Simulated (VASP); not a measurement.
# BN (BN (P6_3/mmc)) (P6_3/mmc) in VASP: further runs

The runs below take BN (BN (P6_3/mmc)) through single point, with PBE.

Everything below comes from runs of VASP 6.6.1. Logs are shortened: lines on timing, memory, paths and dates and some standing lists are left out, and cuts for length are marked.

### 1 The cell of the first run

The structure is hexagonal, space group P6_3/mmc (No. 194). Conventional cell: a = 2.488 Å, b = 2.488 Å, c = 6.495 Å, α = 90.00°, β = 90.00°, γ = 120.00°. Within 1.9 Å of B (site symmetry -6m2) lie 3 N at 1.44 Å. Within 1.9 Å of N (site symmetry -6m2) lie 3 B at 1.44 Å.

### 2 Single point, PBE

INCAR reads:

```
SYSTEM = BN
PREC = Accurate
ENCUT = 520
EDIFF = 1E-6
ISMEAR = 0
SIGMA = 0.01
LREAL = .False.
LASPH = .True.
NELM = 100
ALGO = Normal
ISIF = 2
LWAVE = .False.
LCHARG = .False.
GGA = PE
NBANDS = 36
```

KPOINTS reads:

```
Automatic mesh
0
Gamma
  3 3 2
  0 0 0
```

POSCAR reads:

```
BN
1.0
    3.7325156433      2.1549689100      0.0000000000
   -3.7325156433      2.1549689100      0.0000000000
    0.0000000000      0.0000000000      6.4954828750
B N
6 6
Direct
    0.0000000000      0.6666666700      0.2500000000
    0.3333333300      0.3333333300      0.2500000000
    0.6666666700      0.0000000000      0.2500000000
    0.0000000000      0.3333333300      0.7500000000
    0.3333333300      0.0000000000      0.7500000000
    0.6666666700      0.6666666700      0.7500000000
    0.0000000000      0.6666666700      0.7500000000
    0.3333333300      0.3333333300      0.7500000000
    0.6666666700      0.0000000000      0.7500000000
    0.0000000000      0.3333333300      0.2500000000
    0.3333333300      0.0000000000      0.2500000000
    0.6666666700      0.6666666700      0.2500000000
```

Potentials or basis: VASP PAW PBE potentials, release 64 (B, N).

Command:

```sh
cat potpaw_PBE.64/B/POTCAR potpaw_PBE.64/N/POTCAR > POTCAR
mpirun -np 1 vasp_std > vasp.out
```

OUTCAR:

```text
SYSTEM = BN
   PREC = Accurate
   ENCUT = 520
   EDIFF = 1E-6
   ISMEAR = 0
   LREAL = .False.
   LASPH = .True.
   NELM = 100
   ISIF = 2
   GGA = PE

 ion  position               nearest neighbor table
   1  0.000  0.667  0.250-  11 1.44  12 1.44  10 1.44
   2  0.333  0.333  0.250-  10 1.44  11 1.44  12 1.44
   3  0.667  0.000  0.250-  10 1.44  12 1.44  11 1.44
   4  0.000  0.333  0.750-   9 1.44   8 1.44   7 1.44
   5  0.333  0.000  0.750-   7 1.44   8 1.44   9 1.44
   6  0.667  0.667  0.750-   7 1.44   9 1.44   8 1.44
   7  0.000  0.667  0.750-   5 1.44   6 1.44   4 1.44
   8  0.333  0.333  0.750-   4 1.44   5 1.44   6 1.44
   9  0.667  0.000  0.750-   4 1.44   6 1.44   5 1.44
  10  0.000  0.333  0.250-   3 1.44   2 1.44   1 1.44
  11  0.333  0.000  0.250-   1 1.44   2 1.44   3 1.44
  12  0.667  0.667  0.250-   1 1.44   3 1.44   2 1.44

  LATTYP: Found a hexagonal cell.
 ALAT       =     4.3099378221
 C/A-ratio  =     1.5070943348

  Lattice vectors:

 A1 = (   3.7325156433,   2.1549689100,   0.0000000000)
 A2 = (  -3.7325156433,   2.1549689100,   0.0000000000)
 A3 = (   0.0000000000,   0.0000000000,   6.4954828750)

Analysis of symmetry for initial positions (statically):
=====================================================================
 Subroutine PRICEL returns following result:

  LATTYP: Found a hexagonal cell.
 ALAT       =     2.4883437361
 C/A-ratio  =     2.6103639866

  Lattice vectors:

 A1 = (  -1.2441719060,  -2.1549688669,   0.0000000000)
 A2 = (   2.4883437746,  -0.0000000215,   0.0000000000)
 A3 = (   0.0000000000,   0.0000000000,   6.4954828750)

   3 primitive cells build up your supercell.

 Routine SETGRP: Setting up the symmetry group for a
 hexagonal supercell.

 Subroutine GETGRP returns: Found 24 space group operations
 (whereof 12 operations were pure point group operations)
 out of a pool of 24 trial point group operations.

The static configuration has the point symmetry D_3d.
 The point group associated with its full space group is D_6h.

Analysis of symmetry for dynamics (positions and initial velocities):
=====================================================================
 Subroutine PRICEL returns following result:

  LATTYP: Found a hexagonal cell.
 ALAT       =     2.4883437361
 C/A-ratio  =     2.6103639866

  Lattice vectors:

 A1 = (  -1.2441719060,  -2.1549688669,   0.0000000000)
 A2 = (   2.4883437746,  -0.0000000215,   0.0000000000)
 A3 = (   0.0000000000,   0.0000000000,   6.4954828750)

   3 primitive cells build up your supercell.

 Routine SETGRP: Setting up the symmetry group for a
 hexagonal supercell.

 Subroutine GETGRP returns: Found 24 space group operations
 (whereof 12 operations were pure point group operations)
 out of a pool of 24 trial point group operations.

The dynamic configuration has the point symmetry D_3d.
 The point group associated with its full space group is D_6h.

 Subroutine INISYM returns: Found 24 space group operations
 (whereof 12 operations are pure point group operations),
 and found     3 'primitive' translations

----------------------------------------------------------------------------------------

                                     Primitive cell

  volume of cell :      34.8307

  direct lattice vectors                    reciprocal lattice vectors
    -1.244171906 -2.154968867  0.000000000    -0.000000004 -0.464043825  0.000000000
     2.488343775 -0.000000022  0.000000000     0.401873730 -0.232021916  0.000000000
     0.000000000  0.000000000  6.495482875     0.000000000  0.000000000  0.153953142

  length of vectors
     2.488343736  2.488343775  6.495482875     0.464043825  0.464043817  0.153953142

  position of ions in fractional coordinates (direct lattice)
     0.333333330  0.666666660  0.250000000
     0.666666640  0.333333310  0.750000000
     0.333333330  0.666666660  0.750000000
     0.666666640  0.333333310  0.250000000

  ion indices of the primitive-cell ions
   primitive index   ion index
                 1           1
                 2           6
                 3           7
                 4          12

----------------------------------------------------------------------------------------

 KPOINTS: Automatic mesh

Automatic generation of k-mesh.
 Grid dimensions read from file:
 generate k-points for:    3    3    2

 Generating k-lattice:

  Cartesian coordinates                     Fractional coordinates (reciprocal lattice)
     0.044652637  0.077340636  0.000000000     0.333333333 -0.000000000  0.000000000
    -0.044652637  0.077340636  0.000000000    -0.000000000  0.333333333  0.000000000
     0.000000000  0.000000000  0.076976571     0.000000000  0.000000000  0.500000000

  Length of vectors
     0.089305274  0.089305274  0.076976571

  Shift w.r.t. Gamma in fractional coordinates (k-lattice)
     0.000000000  0.000000000  0.000000000

 Subroutine IBZKPT returns following result:
 ===========================================

 Found      6 irreducible k-points:

 Following reciprocal coordinates:
            Coordinates               Weight
  0.000000  0.000000  0.000000      1.000000
  0.333333  0.000000  0.000000      6.000000
  0.333333  0.333333  0.000000      2.000000
  0.000000  0.000000  0.500000      1.000000
  0.333333  0.000000  0.500000      6.000000
  0.333333  0.333333  0.500000      2.000000
   k-points           NKPTS =      6   k-points in BZ     NKDIM =      6   number of bands    NBANDS=     36
   number of dos      NEDOS =    301   number of ions     NIONS =     12
   total plane-waves  NPLWV =  49152
   dimension x,y,z NGX =    32 NGY =   32 NGZ =   48
   dimension x,y,z NGXF=    64 NGYF=   64 NGZF=   96
   ions per type =               6   6
   NGX,Y,Z   is equivalent  to a cutoff of  12.34, 12.34, 12.29 a.u.
   NGXF,Y,Z  is equivalent  to a cutoff of  24.69, 24.69, 24.57 a.u.
 SYSTEM =  BN
   PREC   = accura    normal or accurate (medium, high low for compatibility)
   ISTART =      0    job   : 0-new  1-cont  2-samecut
   ICHARG =      2    charge: 1-file 2-atom 10-const
   ISPIN  =      1    spin polarized calculation?
   LNONCOLLINEAR =      F non collinear calculations
   LSORBIT =      F    spin-orbit coupling
   LASPH  =      T    aspherical Exc in radial PAW
   ENCUT  =  520.0 eV  38.22 Ry    6.18 a.u.   8.01  8.01 12.08*2*pi/ulx,y,z
   NELM   =    100;   NELMIN=  2; NELMDL= -5     # of ELM steps
   EDIFF  = 0.1E-05   stopping-criterion for ELM
   LREAL  =      F    real-space projection
   EDIFFG = 0.1E-04   stopping-criterion for IOM
   NSW    =      0    number of steps for IOM
   IBRION =     -1    ionic relax: 0-MD 1-quasi-New 2-CG
   NFREE  =      0    steps in history (QN), initial steepest desc. (CG)
   ISIF   =      2    stress and relaxation
   ISYM   =      2    0-nonsym 1-usesym 2-fastsym
   POTIM  = 0.5000    time-step for ionic-motion
   TEBEG  =    0.0;   TEEND  =   0.0 temperature during run
   PSTRESS=    0.0 pullay stress
   NELECT =      48.0000    total number of electrons
   NUPDOWN=      -1.0000    fix difference up-down
   EMIN   =  10.00;   EMAX   =-10.00  energy-range for DOS
   EFERMI =   0.00;   METHOD = LEGACY
   ISMEAR =     0;   SIGMA  =   0.01  broadening in eV -4-tet -1-fermi 0-gaus
   EFERMI_NEDOS =   21; number of points for ismear=-14 and -15
   IALGO  =     38    algorithm
   IMIX   =      4    mixing-type and parameters
     AMIX     =   0.40;   BMIX     =  1.00
     AMIX_MAG =   1.60;   BMIX_MAG =  1.00
  volume/ion in A,a.u.               =       8.71        58.76
  Fermi-wavevector in a.u.,A,eV,Ry     =   1.263166  2.387038 21.709310  1.595589
  Thomas-Fermi vector in A             =   2.396537
   LORBIT       =      0    0 simple, 1 ext, 2 COOP (PROOUT), +10 PAW based schemes
   GGA     = PE    functional components
   LHFCALC =     F    Hartree Fock is set to
   AEXX    =    0.0000 exact exchange contribution
   IVDW    =     0    specifies the selected vdW correction
   LEPSILON=     F    determine dielectric tensor
   LRPA    =     F    only Hartree local field effects (RPA)
 non-spin polarized calculation
 Gauss-broadening in eV      SIGMA  =   0.01
  energy-cutoff  :      520.00
  volume of cell :      104.49
 maximum number of plane-waves:      2824
   NGX = 17   NGY = 17   NGZ = 25

 number of electron      48.0000001 magnetization

 Free energy of the ion-electron system (eV)
  ---------------------------------------------------
  ext. energy  EPLUGINS =         0.00000000
  ---------------------------------------------------
  free energy    TOTEN  =      -105.30046717 eV

  energy without entropy =     -105.30046717  energy(sigma->0) =     -105.30046717

 E-fermi :   2.6022     XC(G=0): -10.2532

 val. band max:        2.5427614007   @ k =   0.0000   0.0000   0.5000
 cond. band min:       6.9389807791   @ k =   0.3333   0.0000   0.0000
 fundamental gap:      4.3962193784
 Fermi energy:         2.6021697455

 k-point     1 :       0.0000    0.0000    0.0000
  band No.  band energies     occupation
      1     -15.3952      2.00000
      2     -15.0494      2.00000
      3     -11.4766      2.00000
      4     -11.4766      2.00000
      5     -11.4766      2.00000
      6     -11.4766      2.00000
[... 28 lines left out ...]
     35      14.3773      0.00000
     36      14.3773      0.00000

 k-point     2 :       0.3333    0.0000    0.0000
  band No.  band energies     occupation
      1     -14.6716      2.00000
      2     -14.3546      2.00000
      3     -12.7910      2.00000
      4     -12.5769      2.00000
      5     -11.9982      2.00000
      6     -11.9190      2.00000
[... 28 lines left out ...]
     35      14.2852      0.00000
     36      14.5422      0.00000
[... 115 lines left out ...]
     35      14.4810      0.00000
     36      14.4839      0.00000

 k-point     6 :       0.3333    0.3333    0.5000
  band No.  band energies     occupation
      1     -13.2493      2.00000
      2     -13.2493      2.00000
      3     -13.2493      2.00000
      4     -13.2493      2.00000
      5     -13.2493      2.00000
      6     -13.2493      2.00000
[... 28 lines left out ...]
     35      12.7149      0.00000
     36      12.7149      0.00000

------------------------ aborting loop because EDIFF is reached ----------------------------------------

  FORCE on cell =-STRESS in cart. coord.  units (eV):
  Direction    XX          YY          ZZ          XY          YZ          ZX
  --------------------------------------------------------------------------------------
  -------------------------------------------------------------------------------------
  Total        7.4025308      7.4025308      2.3011931      0.0000000     -0.0000000     -0.0000000
  in kB      113.5028390    113.5028388     35.2841419      0.0000000     -0.0000000     -0.0000000
  external PRESSURE =      87.4299399 kB  Pullay stress =       0.0000000 kB

 VOLUME and BASIS-vectors are now :
 -----------------------------------------------------------------------------
  energy-cutoff  :      520.00
  volume of cell :      104.49
      direct lattice vectors                 reciprocal lattice vectors
     3.732515643  2.154968910  0.000000000     0.133957911  0.232021909  0.000000000
    -3.732515643  2.154968910  0.000000000    -0.133957911  0.232021909  0.000000000
     0.000000000  0.000000000  6.495482875     0.000000000  0.000000000  0.153953142

 POSITION                                       TOTAL-FORCE (eV/Angst)
 -----------------------------------------------------------------------------------
     -2.48834      1.43665      1.62387        -0.000000      0.000000      0.000000
      0.00000      1.43665      1.62387        -0.000000     -0.000000      0.000000
      2.48834      1.43665      1.62387         0.000000      0.000000      0.000000
     -1.24417      0.71832      4.87161         0.000000      0.000000     -0.000000
      1.24417      0.71832      4.87161        -0.000000      0.000000     -0.000000
      0.00000      2.87329      4.87161        -0.000000     -0.000000     -0.000000
     -2.48834      1.43665      4.87161        -0.000000      0.000000      0.000000
      0.00000      1.43665      4.87161        -0.000000     -0.000000     -0.000000
      2.48834      1.43665      4.87161        -0.000000      0.000000      0.000000
     -1.24417      0.71832      1.62387         0.000000     -0.000000     -0.000000
      1.24417      0.71832      1.62387        -0.000000     -0.000000     -0.000000
      0.00000      2.87329      1.62387        -0.000000     -0.000000      0.000000
 -----------------------------------------------------------------------------------
    total drift:                                0.000000      0.000000     -0.000000

  FREE ENERGIE OF THE ION-ELECTRON SYSTEM (eV)
  ---------------------------------------------------
  free  energy   TOTEN  =      -105.3004671682 eV

  energy  without entropy=     -105.3004671682  energy(sigma->0) =     -105.30046717
```

It took 9.5 s on 1 thread of Intel Xeon 6975P-C (Granite Rapids), shared host; peak memory 0.2 GiB.

What came out:

| Quantity | Value |
| --- | --- |
| Free energy | -105.3005 eV |
| Pressure | 8.7 GPa |
| Band gap on the k mesh | 4.40 eV |

Caveat: the k points lie up to 0.56 Å⁻¹ apart; this functional lacks dispersion, which binds the layers, so the pressure and a relaxed spacing across them are unreliable. A hybrid or GW would open this gap; PBE tends to underestimate it.

### 3 Single point, PBE

INCAR reads:

```
  ALGO = Normal
  EDIFF = 1E-7
  ENCUT = 520
  GGA = PE
  ISIF = 2
  ISMEAR = -1
  LASPH = T
  LCHARG = F
  LREAL = F
  LWAVE = F
  NBANDS = 36
  NELM = 60
  PREC = Accurate
  SIGMA = 0.01
```

KPOINTS reads:

```
k-points
0
Gamma
  3 3 2
```

POSCAR reads:

```
BN
1.0
    3.7325156433      2.1549689100      0.0000000000
   -3.7325156433      2.1549689100      0.0000000000
    0.0000000000      0.0000000000      6.4954828750
B N
6 6
Direct
    0.0000000000      0.6666666667      0.2500000000
    0.3333333333      0.3333333333      0.2500000000
    0.6666666667      0.0000000000      0.2500000000
    0.0000000000      0.3333333333      0.7500000000
    0.3333333333      0.0000000000      0.7500000000
    0.6666666667      0.6666666667      0.7500000000
    0.0000000000      0.6666666667      0.7500000000
    0.3333333333      0.3333333333      0.7500000000
    0.6666666667      0.0000000000      0.7500000000
    0.0000000000      0.3333333333      0.2500000000
    0.3333333333      0.0000000000      0.2500000000
    0.6666666667      0.6666666667      0.2500000000
```

Potentials or basis: VASP PAW PBE potentials, release 64 (B, N).

Command:

```sh
cat potpaw_PBE.64/B/POTCAR potpaw_PBE.64/N/POTCAR > POTCAR
mpirun -np 1 vasp_std > vasp.out
```

Wall time 11 s (1 thread of Intel Xeon 6975P-C (Granite Rapids), shared host); peak memory 0.19 GiB.

The run converged. Its results:

```yaml
Free_energy: -105.3005 eV
Pressure: 8.7 GPa
Band_gap_on_the_k_mesh: 4.40 eV
```

Stress tensor (GPa, compression positive):
```
11.35  0.00  0.00
 0.00 11.35  0.00
 0.00  0.00  3.51
```

Levels at points of the mesh, in eV from the valence-band top:
| k point | band 20 | band 21 | band 22 | band 23 | band 24 | band 25 | band 26 | band 27 | band 28 | band 29 |
| --- | --- | --- | --- | --- | --- | --- | --- | --- | --- | --- |
| (0.00, 0.00, 0.00) | -1.27 | -0.10 | -0.10 | -0.10 | -0.10 | 4.94 | 4.94 | 4.94 | 4.94 | 5.40 |
| (0.00, 0.00, 0.50) | -1.29 | 0.00 | 0.00 | 0.00 | 0.00 | 4.68 | 4.68 | 4.68 | 4.68 | 7.92 |

Caveat: the k points lie up to 0.56 Å⁻¹ apart; this functional lacks dispersion, which binds the layers, so the pressure and a relaxed spacing across them are unreliable.
